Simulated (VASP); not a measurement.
Here is a VASP 6.6.1 calculation.

The input INCAR:

```
SYSTEM = HfN
  PREC = Accurate
  ENCUT = 520
  EDIFF = 1E-6
  ISMEAR = -1
  SIGMA = 0.08
  LREAL = .FALSE.
  LASPH = .TRUE.
  NELM = 100
  ALGO = Normal
  ISIF = 2
  LWAVE = .FALSE.
  LCHARG = .FALSE.
  GGA = PE
  NBANDS = 14
```

The input KPOINTS:

```
Automatic mesh
0
G
  15 15 15
  0 0 0
```

POSCAR

```
HfN
1.0
    0.0000000000      2.3028367873      2.3028367873
    2.3028367873      0.0000000000      2.3028367873
    2.3028367873      2.3028367873      0.0000000000
Hf N
1 1
Direct
    0.0000000000      0.0000000000      0.0000000000
    0.2500000000      0.2500000000      0.2500000000
```

Potentials or basis: VASP PAW PBE potentials, release 64 (Hf_pv, N).

The run is started by

```sh
$ cat potpaw_PBE.64/Hf_pv/POTCAR potpaw_PBE.64/N/POTCAR > POTCAR
$ mpirun -np 1 vasp_std > vasp.out
```

(1) What does it give for the pressure?

Answers

(1) 54.8 GPa.
